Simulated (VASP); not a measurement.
Here is a VASP 6.6.1 calculation.

POSCAR

```
BiB
1.0
    0.0000000000      2.7448736709      2.7448736709
    2.7448736709      0.0000000000      2.7448736709
    2.7448736709      2.7448736709      0.0000000000
B Bi
1 1
Direct
    0.0000000000      0.0000000000      0.0000000000
    0.2500000000      0.2500000000      0.2500000000
```

Contents of INCAR.step1:

```
SYSTEM = BiB
ALGO = Normal ; EDIFF = 1E-4
ENCUT = 520 ; GGA = PE
ISMEAR = -1 ; LASPH = .TRUE.
LCHARG = .FALSE. ; LREAL = .FALSE.
LWAVE = .TRUE. ; NBANDS = 16
NELM = 100 ; PREC = Accurate
SIGMA = 0.02
```

The input INCAR.step2:

```
SYSTEM = BiB
ALGO = Normal ; EDIFF = 1E-7
ENCUT = 520 ; ISIF = 2
ISMEAR = -1 ; ISTART = 1
LASPH = .TRUE. ; LCHARG = .FALSE.
LMIXTAU = .TRUE. ; LREAL = .FALSE.
LWAVE = .FALSE. ; METAGGA = R2SCAN
NBANDS = 16 ; NELM = 100
PREC = Accurate ; SIGMA = 0.02
```

Contents of KPOINTS:

```
k-points
0
G
  8 8 8
  0 0 0
```

Potentials or basis: VASP PAW PBE potentials, release 64 (B, Bi_d).

The run is started by

```sh
$ cat potpaw_PBE.64/B/POTCAR potpaw_PBE.64/Bi_d/POTCAR > POTCAR
$ cp INCAR.step1 INCAR
$ mpirun -np 1 vasp_std > vasp.out
$ cp INCAR.step2 INCAR
$ mpirun -np 1 vasp_std > vasp.out
```

Predict the band gap on the k mesh.

0.39 eV.

What does it give for the pressure?

-0.1 GPa.

Caveat: the PAW data sets were made with another functional, which shifts forces and pressure a little; spin-orbit coupling is left out, which moves the levels of the heavy elements. A k mesh can miss the band edges.
